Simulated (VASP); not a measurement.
# AlAs (F-43m) in VASP: notebook, part 2 of 2

VASP 6.6.1. Earlier steps stand in the parts before.

### Step 3. Single point, PBE (22.08 Å³/atom)

This run uses another cell than the first one, of 22.08 Å³/atom.

The input, INCAR:

```
SYSTEM = AlAs
PREC = Accurate
ENCUT = 500
EDIFF = 1E-6
ISMEAR = 0
SIGMA = 0.02
LREAL = .False.
LASPH = .True.
NELM = 120
ALGO = Normal
ISIF = 2
LWAVE = .False.
LCHARG = .False.
GGA = PE
NBANDS = 11
GGA_COMPAT = .False.
```

The input, KPOINTS:

```
regular mesh
0
Gamma
  8 8 8
  0 0 0
```

The input, POSCAR:

```
AlAs
1.0
    0.0000000000      2.8053451736      2.8053451736
    2.8053451736      0.0000000000      2.8053451736
    2.8053451736      2.8053451736      0.0000000000
Al As
1 1
Direct
    0.0000000000      0.0000000000      0.0000000000
    0.2500000000      0.2500000000      0.2500000000
```

Potentials or basis: VASP PAW PBE potentials, release 64 (Al, As).

On the command line:

```bash
$ cat potpaw_PBE.64/Al/POTCAR potpaw_PBE.64/As/POTCAR > POTCAR
$ mpirun -np 1 vasp_std > vasp.out
```

OUTCAR:

```text
SYSTEM = AlAs
   PREC = Accurate
   ENCUT = 500
   EDIFF = 1E-6
   ISMEAR = 0
   LREAL = .False.
   LASPH = .True.
   NELM = 120
   ISIF = 2
   GGA = PE

 ion  position               nearest neighbor table
   1  0.000  0.000  0.000-   2 2.43   2 2.43   2 2.43   2 2.43
   2  0.250  0.250  0.250-   1 2.43   1 2.43   1 2.43   1 2.43

  LATTYP: Found a face centered cubic cell.
 ALAT       =     5.6106903472

  Lattice vectors:

 A1 = (   0.0000000000,   2.8053451736,   2.8053451736)
 A2 = (   2.8053451736,   0.0000000000,   2.8053451736)
 A3 = (   2.8053451736,   2.8053451736,   0.0000000000)

Analysis of symmetry for initial positions (statically):
=====================================================================
 Subroutine PRICEL returns:
 Original cell was already a primitive cell.

 Routine SETGRP: Setting up the symmetry group for a
 face centered cubic supercell.

 Subroutine GETGRP returns: Found 24 space group operations
 (whereof 24 operations were pure point group operations)
 out of a pool of 48 trial point group operations.

The static configuration has the point symmetry T_d .

Analysis of symmetry for dynamics (positions and initial velocities):
=====================================================================
 Subroutine PRICEL returns:
 Original cell was already a primitive cell.

 Routine SETGRP: Setting up the symmetry group for a
 face centered cubic supercell.

 Subroutine GETGRP returns: Found 24 space group operations
 (whereof 24 operations were pure point group operations)
 out of a pool of 48 trial point group operations.

The dynamic configuration has the point symmetry T_d .

 Subroutine INISYM returns: Found 24 space group operations
 (whereof 24 operations are pure point group operations),
 and found     1 'primitive' translations

----------------------------------------------------------------------------------------

                                     Primitive cell

  volume of cell :      44.1559

  direct lattice vectors                    reciprocal lattice vectors
     0.000000000  2.805345174  2.805345174    -0.178231187  0.178231187  0.178231187
     2.805345174  0.000000000  2.805345174     0.178231187 -0.178231187  0.178231187
     2.805345174  2.805345174  0.000000000     0.178231187  0.178231187 -0.178231187

  length of vectors
     3.967357192  3.967357192  3.967357192     0.308705471  0.308705471  0.308705471

  position of ions in fractional coordinates (direct lattice)
     0.000000000  0.000000000  0.000000000
     0.250000000  0.250000000  0.250000000

  ion indices of the primitive-cell ions
   primitive index   ion index
                 1           1
                 2           2

----------------------------------------------------------------------------------------

 KPOINTS: regular mesh

Automatic generation of k-mesh.
 Grid dimensions read from file:
 generate k-points for:    8    8    8

 Generating k-lattice:

  Cartesian coordinates                     Fractional coordinates (reciprocal lattice)
    -0.022278898  0.022278898  0.022278898     0.125000000  0.000000000  0.000000000
     0.022278898 -0.022278898  0.022278898     0.000000000  0.125000000  0.000000000
     0.022278898  0.022278898 -0.022278898     0.000000000  0.000000000  0.125000000

  Length of vectors
     0.038588184  0.038588184  0.038588184

  Shift w.r.t. Gamma in fractional coordinates (k-lattice)
     0.000000000  0.000000000  0.000000000

 Subroutine IBZKPT returns following result:
 ===========================================

 Found     29 irreducible k-points:

 Following reciprocal coordinates:
            Coordinates               Weight
  0.000000  0.000000  0.000000      1.000000
  0.125000  0.000000  0.000000      8.000000
  0.250000  0.000000  0.000000      8.000000
  0.375000  0.000000  0.000000      8.000000
  0.500000  0.000000  0.000000      4.000000
  0.125000  0.125000  0.000000      6.000000
[... 16 lines left out ...]
  0.500000  0.250000  0.125000     48.000000
 -0.375000  0.250000  0.125000     24.000000
 [... further k-points ...]
   k-points           NKPTS =     29   k-points in BZ     NKDIM =     29   number of bands    NBANDS=     11
   number of dos      NEDOS =    301   number of ions     NIONS =      2
   total plane-waves  NPLWV =  27000
   dimension x,y,z NGX =    30 NGY =   30 NGZ =   30
   dimension x,y,z NGXF=    60 NGYF=   60 NGZF=   60
   ions per type =               1   1
   NGX,Y,Z   is equivalent  to a cutoff of  12.57, 12.57, 12.57 a.u.
   NGXF,Y,Z  is equivalent  to a cutoff of  25.14, 25.14, 25.14 a.u.
 SYSTEM =  AlAs
   PREC   = accura    normal or accurate (medium, high low for compatibility)
   ISTART =      0    job   : 0-new  1-cont  2-samecut
   ICHARG =      2    charge: 1-file 2-atom 10-const
   ISPIN  =      1    spin polarized calculation?
   LNONCOLLINEAR =      F non collinear calculations
   LSORBIT =      F    spin-orbit coupling
   LASPH  =      T    aspherical Exc in radial PAW
   ENCUT  =  500.0 eV  36.75 Ry    6.06 a.u.   7.23  7.23  7.23*2*pi/ulx,y,z
   NELM   =    120;   NELMIN=  2; NELMDL= -5     # of ELM steps
   EDIFF  = 0.1E-05   stopping-criterion for ELM
   LREAL  =      F    real-space projection
   EDIFFG = 0.1E-04   stopping-criterion for IOM
   NSW    =      0    number of steps for IOM
   IBRION =     -1    ionic relax: 0-MD 1-quasi-New 2-CG
   NFREE  =      0    steps in history (QN), initial steepest desc. (CG)
   ISIF   =      2    stress and relaxation
   ISYM   =      2    0-nonsym 1-usesym 2-fastsym
   POTIM  = 0.5000    time-step for ionic-motion
   TEBEG  =    0.0;   TEEND  =   0.0 temperature during run
   PSTRESS=    0.0 pullay stress
   NELECT =       8.0000    total number of electrons
   NUPDOWN=      -1.0000    fix difference up-down
   EMIN   =  10.00;   EMAX   =-10.00  energy-range for DOS
   EFERMI =   0.00;   METHOD = LEGACY
   ISMEAR =     0;   SIGMA  =   0.02  broadening in eV -4-tet -1-fermi 0-gaus
   EFERMI_NEDOS =   21; number of points for ismear=-14 and -15
   IALGO  =     38    algorithm
   IMIX   =      4    mixing-type and parameters
     AMIX     =   0.40;   BMIX     =  1.00
     AMIX_MAG =   1.60;   BMIX_MAG =  1.00
  volume/ion in A,a.u.               =      22.08       148.99
  Fermi-wavevector in a.u.,A,eV,Ry     =   0.926350  1.750548 11.675495  0.858125
  Thomas-Fermi vector in A             =   2.052303
   LORBIT       =      0    0 simple, 1 ext, 2 COOP (PROOUT), +10 PAW based schemes
   GGA     = PE    functional components
   LHFCALC =     F    Hartree Fock is set to
   AEXX    =    0.0000 exact exchange contribution
   IVDW    =     0    specifies the selected vdW correction
   LEPSILON=     F    determine dielectric tensor
   LRPA    =     F    only Hartree local field effects (RPA)
 non-spin polarized calculation
 Gauss-broadening in eV      SIGMA  =   0.02
  energy-cutoff  :      500.00
  volume of cell :       44.16
 maximum number of plane-waves:      1139
 NGX is ok and might be reduce to    30
   NGX = 15   NGY = 15   NGZ = 15

 number of electron       8.0000001 magnetization

 Free energy of the ion-electron system (eV)
  ---------------------------------------------------
  ext. energy  EPLUGINS =         0.00000000
  ---------------------------------------------------
  free energy    TOTEN  =        -9.34460899 eV

  energy without entropy =       -9.34460899  energy(sigma->0) =       -9.34460899

 E-fermi :   4.2260     XC(G=0):  -9.1459

 val. band max:        4.1193299630   @ k =   0.0000   0.0000   0.0000
 cond. band min:       5.5060035967   @ k =   0.5000   0.5000   0.0000
 fundamental gap:      1.3866736337
 Fermi energy:         4.2259927791

 k-point     1 :       0.0000    0.0000    0.0000
  band No.  band energies     occupation
      1      -7.8976      2.00000
      2       4.1193      2.00000
      3       4.1193      2.00000
      4       4.1193      2.00000
      5       6.3947      0.00000
      6       8.4521      0.00000
      7       8.4521      0.00000
      8       8.4521      0.00000
      9      13.1362      0.00000
     10      13.1828      0.00000
     11      13.1828      0.00000
[... 309 lines left out ...]
 k-point    24 :      -0.3750    0.2500    0.1250
  band No.  band energies     occupation
      1      -6.1389      2.00000
      2      -1.2436      2.00000
      3       1.3610      2.00000
      4       2.5309      2.00000
      5       7.8483      0.00000
      6       8.3958      0.00000
      7      10.9073      0.00000
      8      11.8701      0.00000
      9      12.5913      0.00000
     10      15.2448      0.00000
     11      16.5891      0.00000

 [... further k-points ...]

------------------------ aborting loop because EDIFF is reached ----------------------------------------

  FORCE on cell =-STRESS in cart. coord.  units (eV):
  Direction    XX          YY          ZZ          XY          YZ          ZX
  --------------------------------------------------------------------------------------
  -------------------------------------------------------------------------------------
  Total        1.3770825      1.3770825      1.3770825      0.0000000      0.0000000     -0.0000000
  in kB       49.9668103     49.9668103     49.9668103      0.0000000      0.0000000     -0.0000000
  external PRESSURE =      49.9668103 kB  Pullay stress =       0.0000000 kB

 VOLUME and BASIS-vectors are now :
 -----------------------------------------------------------------------------
  energy-cutoff  :      500.00
  volume of cell :       44.16
      direct lattice vectors                 reciprocal lattice vectors
     0.000000000  2.805345174  2.805345174    -0.178231187  0.178231187  0.178231187
     2.805345174  0.000000000  2.805345174     0.178231187 -0.178231187  0.178231187
     2.805345174  2.805345174  0.000000000     0.178231187  0.178231187 -0.178231187

 POSITION                                       TOTAL-FORCE (eV/Angst)
 -----------------------------------------------------------------------------------
      0.00000      0.00000      0.00000        -0.000000     -0.000000     -0.000000
      1.40267      1.40267      1.40267         0.000000      0.000000      0.000000
 -----------------------------------------------------------------------------------
    total drift:                                0.000000      0.000000      0.000000

  FREE ENERGIE OF THE ION-ELECTRON SYSTEM (eV)
  ---------------------------------------------------
  free  energy   TOTEN  =        -9.3446089900 eV

  energy  without entropy=       -9.3446089900  energy(sigma->0) =       -9.34460899
```

stdout:

```text
POSCAR found type information on POSCAR AlAs
 POSCAR found :  2 types and       2 ions
 scaLAPACK will be used
 LDA part: xc-table for (Slater+PW92), standard interpolation
 POSCAR, INCAR and KPOINTS ok, starting setup
 FFT: planning ... GRIDC
 FFT: planning ... GRID_SOFT
 FFT: planning ... GRID
 WAVECAR not read
 entering main loop
```

It took 23 s on 1 thread of Intel Xeon 8259CL, shared host; peak memory 0.17 GiB.

What came out:

```yaml
Free_energy: -9.3446 eV
Pressure: 5.0 GPa
Band_gap_on_the_k_mesh: 1.39 eV (least direct gap 2.28 eV)
```

Caveat: the cell stands under pressure. A k mesh can miss the band edges.

### Step 4. Single point, PBE (24.19 Å³/atom)

This run uses another cell than the first one, of 24.19 Å³/atom.

The input, INCAR:

```
SYSTEM = AlAs
PREC = Accurate ; ENCUT = 500
EDIFF = 1E-6 ; ISMEAR = 0
SIGMA = 0.02 ; LREAL = .FALSE.
LASPH = .TRUE. ; NELM = 120
ALGO = Normal ; ISIF = 2
LWAVE = .FALSE. ; LCHARG = .FALSE.
GGA = PE ; NBANDS = 11
GGA_COMPAT = .FALSE.
```

The input, KPOINTS:

```
Automatic mesh
0
G
  8 8 8
  0 0 0
```

The input, POSCAR:

```
AlAs
1.0
    0.0000000000      2.8921629755      2.8921629755
    2.8921629755      0.0000000000      2.8921629755
    2.8921629755      2.8921629755      0.0000000000
Al As
1 1
Direct
    0.0000000000      0.0000000000      0.0000000000
    0.2500000000      0.2500000000      0.2500000000
```

Potentials or basis: VASP PAW PBE potentials, release 64 (Al, As).

On the command line:

```bash
$ cat potpaw_PBE.64/Al/POTCAR potpaw_PBE.64/As/POTCAR > POTCAR
$ mpirun -np 1 vasp_std > vasp.out
```

OUTCAR:

```text
SYSTEM = AlAs
   PREC = Accurate
   ENCUT = 500
   EDIFF = 1E-6
   ISMEAR = 0
   LREAL = .FALSE.
   LASPH = .TRUE.
   NELM = 120
   ISIF = 2
   GGA = PE

 ion  position               nearest neighbor table
   1  0.000  0.000  0.000-   2 2.50   2 2.50   2 2.50   2 2.50
   2  0.250  0.250  0.250-   1 2.50   1 2.50   1 2.50   1 2.50

  LATTYP: Found a face centered cubic cell.
 ALAT       =     5.7843259510

  Lattice vectors:

 A1 = (   0.0000000000,   2.8921629755,   2.8921629755)
 A2 = (   2.8921629755,   0.0000000000,   2.8921629755)
 A3 = (   2.8921629755,   2.8921629755,   0.0000000000)

Analysis of symmetry for initial positions (statically):
=====================================================================
 Subroutine PRICEL returns:
 Original cell was already a primitive cell.

 Routine SETGRP: Setting up the symmetry group for a
 face centered cubic supercell.

 Subroutine GETGRP returns: Found 24 space group operations
 (whereof 24 operations were pure point group operations)
 out of a pool of 48 trial point group operations.

The static configuration has the point symmetry T_d .

Analysis of symmetry for dynamics (positions and initial velocities):
[... 172 lines left out ...]
      4       3.3556      2.00000
      5       4.9116      0.00000
      6       7.5327      0.00000
      7       7.5327      0.00000
      8       7.5327      0.00000
      9      11.8864      0.00000
     10      12.2404      0.00000
     11      12.2404      0.00000
[... 309 lines left out ...]
 k-point    24 :      -0.3750    0.2500    0.1250
  band No.  band energies     occupation
      1      -6.6496      2.00000
      2      -1.6762      2.00000
      3       0.8263      2.00000
      4       1.9203      2.00000
      5       6.8531      0.00000
      6       7.5422      0.00000
      7       9.7770      0.00000
      8      10.7393      0.00000
      9      11.4623      0.00000
     10      14.0923      0.00000
     11      15.2658      0.00000

 [... further k-points ...]

------------------------ aborting loop because EDIFF is reached ----------------------------------------

  FORCE on cell =-STRESS in cart. coord.  units (eV):
  Direction    XX          YY          ZZ          XY          YZ          ZX
  --------------------------------------------------------------------------------------
  -------------------------------------------------------------------------------------
  Total       -0.5145575     -0.5145575     -0.5145575      0.0000000      0.0000000      0.0000000
  in kB      -17.0390833    -17.0390833    -17.0390833      0.0000000      0.0000000      0.0000000
  external PRESSURE =     -17.0390833 kB  Pullay stress =       0.0000000 kB

 VOLUME and BASIS-vectors are now :
 -----------------------------------------------------------------------------
  energy-cutoff  :      500.00
  volume of cell :       48.38
      direct lattice vectors                 reciprocal lattice vectors
     0.000000000  2.892162975  2.892162975    -0.172880991  0.172880991  0.172880991
     2.892162975  0.000000000  2.892162975     0.172880991 -0.172880991  0.172880991
     2.892162975  2.892162975  0.000000000     0.172880991  0.172880991 -0.172880991

 POSITION                                       TOTAL-FORCE (eV/Angst)
 -----------------------------------------------------------------------------------
      0.00000      0.00000      0.00000        -0.000000     -0.000000     -0.000000
      1.44608      1.44608      1.44608         0.000000      0.000000      0.000000
 -----------------------------------------------------------------------------------
    total drift:                                0.000000      0.000000      0.000000

  FREE ENERGIE OF THE ION-ELECTRON SYSTEM (eV)
  ---------------------------------------------------
  free  energy   TOTEN  =        -9.3810884234 eV

  energy  without entropy=       -9.3810884234  energy(sigma->0) =       -9.38108842
```

Wall time 19 s (1 thread of Intel Xeon 8259CL, shared host); peak memory 0.17 GiB.

What came out:

```
Free energy            : -9.3811 eV
Pressure               : -1.7 GPa
Band gap on the k mesh : 1.54 eV (least direct gap 1.56 eV)
```

Levels at points of the mesh, in eV from the valence-band top:
| k point | band 1 | band 2 | band 3 | band 4 | band 5 | band 6 | band 7 | band 8 | band 9 |
| --- | --- | --- | --- | --- | --- | --- | --- | --- | --- |
| (0.00, 0.00, 0.00) | -11.52 | 0.00 | 0.00 | 0.00 | 1.56 | 4.18 | 4.18 | 4.18 | 8.53 |
| (0.50, 0.00, 0.00) | -10.24 | -5.30 | -0.78 | -0.78 | 1.91 | 4.63 | 4.63 | 7.62 | 10.67 |
| (0.50, 0.50, 0.00) | -9.75 | -5.21 | -2.03 | -2.03 | 1.54 | 2.28 | 9.83 | 9.83 | 11.09 |

### Step 5. Summary

```csv
cell,gap on the mesh (eV),pressure (GPa)
"a = 4.009 Å, angles 60.0°, 2 atoms",1.44,2.4
"a = 3.967 Å, angles 60.0°, 2 atoms",1.39,5.0
"a = 4.090 Å, angles 60.0°, 2 atoms",1.54,-1.7
```

Alike in all rows: task single point; level PBE; potentials or basis VASP PAW PBE potentials, release 64 (Al, As); no spin polarisation; k mesh 8 × 8 × 8; cutoff (eV) 500; smearing gaussian 0.02 eV.

Caveats: the cell stands under pressure (at least some runs).

Total energies depend on the potentials used, so only differences within one code and one set of settings carry meaning.
